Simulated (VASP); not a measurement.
# MgO (Periclase) (Fm-3m) in VASP: notebook, part 2 of 2

VASP 6.6.1. Earlier steps stand in the parts before.

### 3 Relaxation of volume and atoms at fixed shape, LDA

This run uses another cell than the first one, of 9.37 Å³/atom, 1.042 times its volume.

Contents of INCAR:

```
SYSTEM = MgO
  PREC = Accurate
  ENCUT = 600
  EDIFF = 1E-7
  ISMEAR = 0
  SIGMA = 0.01
  LREAL = .FALSE.
  LASPH = .TRUE.
  NELM = 120
  ALGO = Normal
  ISIF = 8
  LWAVE = .FALSE.
  LCHARG = .FALSE.
  IBRION = 2
  NSW = 50
  EDIFFG = -0.03
  GGA_COMPAT = .FALSE.
  NELMIN = 4
```

Contents of KPOINTS:

```
Automatic mesh
0
G
  9 9 9
  0 0 0
```

Contents of POSCAR:

```
MgO
1.0
    0.0000000000      2.1085000000      2.1085000000
    2.1085000000      0.0000000000      2.1085000000
    2.1085000000      2.1085000000      0.0000000000
Mg O
1 1
Direct
    0.0000000000      0.0000000000      0.0000000000
    0.5000000000      0.5000000000      0.5000000000
```

Potentials or basis: VASP PAW LDA potentials, release 64 (Mg, O).

Run with:

```
$ cat potpaw_LDA.64/Mg/POTCAR potpaw_LDA.64/O/POTCAR > POTCAR
$ mpirun -np 1 vasp_std > vasp.out
```

OUTCAR:

```text
SYSTEM = MgO
   PREC = Accurate
   ENCUT = 600
   EDIFF = 1E-7
   ISMEAR = 0
   LREAL = .FALSE.
   LASPH = .TRUE.
   NELM = 120
   ISIF = 8
   IBRION = 2
   NSW = 50
   EDIFFG = -0.03
   NELMIN = 4

 ion  position               nearest neighbor table
   1  0.000  0.000  0.000-   2 2.11   2 2.11   2 2.11   2 2.11   2 2.11   2 2.11
   2  0.500  0.500  0.500-   1 2.11   1 2.11   1 2.11   1 2.11   1 2.11   1 2.11

  LATTYP: Found a face centered cubic cell.
 ALAT       =     4.2170000000

  Lattice vectors:

 A1 = (   0.0000000000,   2.1085000000,   2.1085000000)
 A2 = (   2.1085000000,   0.0000000000,   2.1085000000)
 A3 = (   2.1085000000,   2.1085000000,   0.0000000000)

Analysis of symmetry for initial positions (statically):
=====================================================================
 Subroutine PRICEL returns:
 Original cell was already a primitive cell.

 Routine SETGRP: Setting up the symmetry group for a
 face centered cubic supercell.

 Subroutine GETGRP returns: Found 48 space group operations
 (whereof 48 operations were pure point group operations)
 out of a pool of 48 trial point group operations.

The static configuration has the point symmetry O_h .

Analysis of symmetry for dynamics (positions and initial velocities):
=====================================================================
 Subroutine PRICEL returns:
 Original cell was already a primitive cell.

 Routine SETGRP: Setting up the symmetry group for a
 face centered cubic supercell.

 Subroutine GETGRP returns: Found 48 space group operations
 (whereof 48 operations were pure point group operations)
 out of a pool of 48 trial point group operations.

The dynamic configuration has the point symmetry O_h .

 Subroutine INISYM returns: Found 48 space group operations
 (whereof 48 operations are pure point group operations),
 and found     1 'primitive' translations

----------------------------------------------------------------------------------------

                                     Primitive cell

  volume of cell :      18.7478

  direct lattice vectors                    reciprocal lattice vectors
     0.000000000  2.108500000  2.108500000    -0.237135404  0.237135404  0.237135404
     2.108500000  0.000000000  2.108500000     0.237135404 -0.237135404  0.237135404
     2.108500000  2.108500000  0.000000000     0.237135404  0.237135404 -0.237135404

  length of vectors
     2.981869296  2.981869296  2.981869296     0.410730569  0.410730569  0.410730569

  position of ions in fractional coordinates (direct lattice)
     0.000000000  0.000000000  0.000000000
     0.500000000  0.500000000  0.500000000

  ion indices of the primitive-cell ions
   primitive index   ion index
                 1           1
                 2           2

----------------------------------------------------------------------------------------

 KPOINTS: Automatic mesh

Automatic generation of k-mesh.
 Grid dimensions read from file:
 generate k-points for:    9    9    9

 Generating k-lattice:

[... 46 lines left out ...]
   dimension x,y,z NGX =    24 NGY =   24 NGZ =   24
   dimension x,y,z NGXF=    48 NGYF=   48 NGZF=   48
   ions per type =               1   1
   NGX,Y,Z   is equivalent  to a cutoff of  13.38, 13.38, 13.38 a.u.
   NGXF,Y,Z  is equivalent  to a cutoff of  26.76, 26.76, 26.76 a.u.
 SYSTEM =  MgO
   PREC   = accura    normal or accurate (medium, high low for compatibility)
   ISTART =      0    job   : 0-new  1-cont  2-samecut
   ICHARG =      2    charge: 1-file 2-atom 10-const
   ISPIN  =      1    spin polarized calculation?
   LNONCOLLINEAR =      F non collinear calculations
   LSORBIT =      F    spin-orbit coupling
   LASPH  =      T    aspherical Exc in radial PAW
   ENCUT  =  600.0 eV  44.10 Ry    6.64 a.u.   5.96  5.96  5.96*2*pi/ulx,y,z
   NELM   =    120;   NELMIN=  4; NELMDL= -5     # of ELM steps
   EDIFF  = 0.1E-06   stopping-criterion for ELM
   LREAL  =      F    real-space projection
   EDIFFG = -.3E-01   stopping-criterion for IOM
   NSW    =     50    number of steps for IOM
   IBRION =      2    ionic relax: 0-MD 1-quasi-New 2-CG
   NFREE  =      1    steps in history (QN), initial steepest desc. (CG)
   ISIF   =      8    stress and relaxation
   ISYM   =      2    0-nonsym 1-usesym 2-fastsym
   POTIM  = 0.5000    time-step for ionic-motion
   TEBEG  =    0.0;   TEEND  =   0.0 temperature during run
   PSTRESS=    0.0 pullay stress
   NELECT =       8.0000    total number of electrons
   NUPDOWN=      -1.0000    fix difference up-down
   EMIN   =  10.00;   EMAX   =-10.00  energy-range for DOS
   EFERMI =   0.00;   METHOD = LEGACY
   ISMEAR =     0;   SIGMA  =   0.01  broadening in eV -4-tet -1-fermi 0-gaus
   EFERMI_NEDOS =   21; number of points for ismear=-14 and -15
   IALGO  =     38    algorithm
   IMIX   =      4    mixing-type and parameters
     AMIX     =   0.40;   BMIX     =  1.00
     AMIX_MAG =   1.60;   BMIX_MAG =  1.00
  volume/ion in A,a.u.               =       9.37        63.26
  Fermi-wavevector in a.u.,A,eV,Ry     =   1.232503  2.329092 20.668107  1.519063
  Thomas-Fermi vector in A             =   2.367270
   LORBIT       =      0    0 simple, 1 ext, 2 COOP (PROOUT), +10 PAW based schemes
   GGA     = CA    functional components
   LHFCALC =     F    Hartree Fock is set to
   AEXX    =    0.0000 exact exchange contribution
   IVDW    =     0    specifies the selected vdW correction
   LEPSILON=     F    determine dielectric tensor
   LRPA    =     F    only Hartree local field effects (RPA)
 conjugate gradient relaxation of ions
 non-spin polarized calculation
 Gauss-broadening in eV      SIGMA  =   0.01
  energy-cutoff  :      600.00
  volume of cell :       18.75
 maximum number of plane-waves:       637
   NGX = 11   NGY = 11   NGZ = 11

--------------------------------------- Ionic step        1  -------------------------------------------

 number of electron       8.0000005 magnetization

 Free energy of the ion-electron system (eV)
  ---------------------------------------------------
  ext. energy  EPLUGINS =         0.00000000
  ---------------------------------------------------
  free energy    TOTEN  =       -13.42477759 eV

  energy without entropy =      -13.42477759  energy(sigma->0) =      -13.42477759

------------------------ aborting loop because EDIFF is reached ----------------------------------------

  FORCE on cell =-STRESS in cart. coord.  units (eV):
  Direction    XX          YY          ZZ          XY          YZ          ZX
  --------------------------------------------------------------------------------------
  -------------------------------------------------------------------------------------
  Total       -0.9923455     -0.9923455     -0.9923455     -0.0000000      0.0000000      0.0000000
  in kB      -84.8052405    -84.8052405    -84.8052405     -0.0000000      0.0000000      0.0000000
  external PRESSURE =     -84.8052405 kB  Pullay stress =       0.0000000 kB
[... 59 lines left out ...]
--------------------------------------- Ionic step        3  -------------------------------------------

 number of electron       7.9999999 magnetization

 Free energy of the ion-electron system (eV)
  ---------------------------------------------------
  ext. energy  EPLUGINS =         0.00000000
  ---------------------------------------------------
  free energy    TOTEN  =       -13.45149580 eV

  energy without entropy =      -13.45149580  energy(sigma->0) =      -13.45149580

 E-fermi :   3.3510     XC(G=0): -11.8319

 val. band max:        3.2625297419   @ k =   0.0000   0.0000   0.0000
 cond. band min:       8.4172333626   @ k =   0.0000   0.0000   0.0000
 fundamental gap:      5.1547036206
 Fermi energy:         3.3510224931

 k-point     1 :       0.0000    0.0000    0.0000
  band No.  band energies     occupation
      1     -14.0047      2.00000
      2       3.2625      2.00000
      3       3.2625      2.00000
      4       3.2625      2.00000
      5       8.4172      0.00000
      6      19.0584      0.00000
      7      19.0584      0.00000
      8      19.0584      0.00000
[... 243 lines left out ...]
 k-point    24 :       0.4444    0.4444    0.0000
  band No.  band energies     occupation
      1     -12.2882      2.00000
      2      -1.0189      2.00000
      3       1.8549      2.00000
      4       1.8549      2.00000
      5      12.3031      0.00000
      6      13.5056      0.00000
      7      16.6813      0.00000
      8      22.5497      0.00000

 [... further k-points ...]

------------------------ aborting loop because EDIFF is reached ----------------------------------------

  FORCE on cell =-STRESS in cart. coord.  units (eV):
  Direction    XX          YY          ZZ          XY          YZ          ZX
  --------------------------------------------------------------------------------------
  -------------------------------------------------------------------------------------
  Total        0.0013293      0.0013293      0.0013293      0.0000000     -0.0000000      0.0000000
  in kB        0.1197657      0.1197657      0.1197657      0.0000000     -0.0000000      0.0000000
  external PRESSURE =       0.1197657 kB  Pullay stress =       0.0000000 kB
[... 17 lines left out ...]
  FREE ENERGIE OF THE ION-ELECTRON SYSTEM (eV)
  ---------------------------------------------------
  free  energy   TOTEN  =       -13.4514957978 eV

  energy  without entropy=      -13.4514957978  energy(sigma->0) =      -13.45149580

 reached required accuracy - stopping structural energy minimisation
```

OSZICAR:

```text
N       E                     dE             d eps       ncg     rms          rms(c)
DAV:   1     0.165562043730E+02    0.16556E+02   -0.53381E+03   632   0.102E+03
DAV:   2    -0.144406302046E+02   -0.30997E+02   -0.30154E+02   704   0.152E+02
DAV:   3    -0.149916240134E+02   -0.55099E+00   -0.55099E+00   688   0.230E+01
[... 21 lines left out ...]
DAV:   2    -0.134518672996E+02    0.20690E-01   -0.15009E-01   560   0.290E+00    0.104E-01
DAV:   3    -0.134516160758E+02    0.25122E-03   -0.12947E-03   592   0.435E-01    0.650E-02
DAV:   4    -0.134514978633E+02    0.11821E-03   -0.10758E-04   600   0.108E-01    0.149E-02
DAV:   5    -0.134514957332E+02    0.21301E-05   -0.14140E-05   600   0.298E-02    0.353E-03
DAV:   6    -0.134514957978E+02   -0.64631E-07   -0.22563E-07   400   0.418E-03
   3 F= -.13451496E+02 E0= -.13451496E+02  d E =-.267182E-01
```

It took 15 s on 1 thread of Intel Xeon 8259CL, shared host; peak memory 0.14 GiB.

Results:

| Quantity | Value |
| --- | --- |
| Free energy | -13.4515 eV |
| Relaxed volume | 8.89 Å³/atom |
| Relaxed cell | a = 2.930 Å, b = 2.930 Å, c = 2.930 Å, α = 60.00°, β = 60.00°, γ = 60.00° |
| Space group after relaxing (to 0.05 Å) | Fm-3m (No. 225) |
| Energy gained by relaxing | 13.4 meV/atom |
| Ionic steps | 3 |
| Pressure after relaxing | 0.0 GPa |
| Band gap on the k mesh | 5.15 eV, direct |

Step by step:
| step | energy change (eV) | largest force (eV/Å) | pressure (GPa) | volume (Å³) |
| --- | --- | --- | --- | --- |
| 1 | 0.0000 | 0.0000 | -8.48 | 18.75 |
| 2 | -0.0227 | 0.0000 | 3.71 | 17.43 |
| 3 | -0.0267 | 0.0000 | 0.01 | 17.78 |

Final structure:
```
CELL_PARAMETERS angstrom
0.00000 2.07167 2.07167
2.07167 0.00000 2.07167
2.07167 2.07167 0.00000
ATOMIC_POSITIONS crystal
Mg 0.00000 0.00000 0.00000
O 0.50000 0.50000 0.50000
```

### 4 Against experiment

Step 2. Measured gap of MgO: 7.83 eV (quoted in “Electronic structure of alkaline earth and post-transition metal oxides”, 2009, arxiv:0908.1581). This calculation gives 5.03 eV (-2.80 eV). The value is that of LDA, without temperature or zero-point motion. Semilocal functionals fall short of measured gaps as a rule.
